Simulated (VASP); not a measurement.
Crystal: CoO.

```
Co O
1.0
    -1.50800    1.50800    2.10725
     1.50800   -1.50800    2.10725
     3.01600    3.01600   -4.21450
Co O
2 2
Direct
  0.00000 0.00000 0.00000
  0.00000 0.00000 0.50000
  0.50000 0.50000 0.00000
  0.50000 0.50000 0.50000
```

Base run:

```yaml
Program: VASP 6.6.1
Functional: PBE
Potentials_or_basis: VASP PAW PBE potentials, release 64 (Co, O)
Cutoff: 520 eV
k_mesh: 8 × 8 × 8
Occupations: gaussian, width 0.05 eV
Spin: collinear spin, ferromagnetic start
Starting_moments: "[2.77, 2.77, 0.02, 0.02] μB"
Fixed_moment: 5.4 μB
Hubbard_terms: Co d U = 8.0 eV
```

Its results: pressure 1.7 GPa; net moment 5.40 μB per cell; site moments Co +2.74; O -0.01 μB.

**Question.** The run is repeated on the same cell with these changes: fixed moment from 5.4 μB to none; moments at the start from [2.77, 2.77, 0.02, 0.02] to [3.0, 3.0, 0.0, 0.0]. What comes out?

**Answer.** Pressure 4.1 GPa; net moment 6.00 μB per cell; site moments Co +2.89; O +0.11 μB.

Caveats: the total moment is fixed, so each spin has its own Fermi level (at least some runs); the cell stands under pressure (at least some runs).
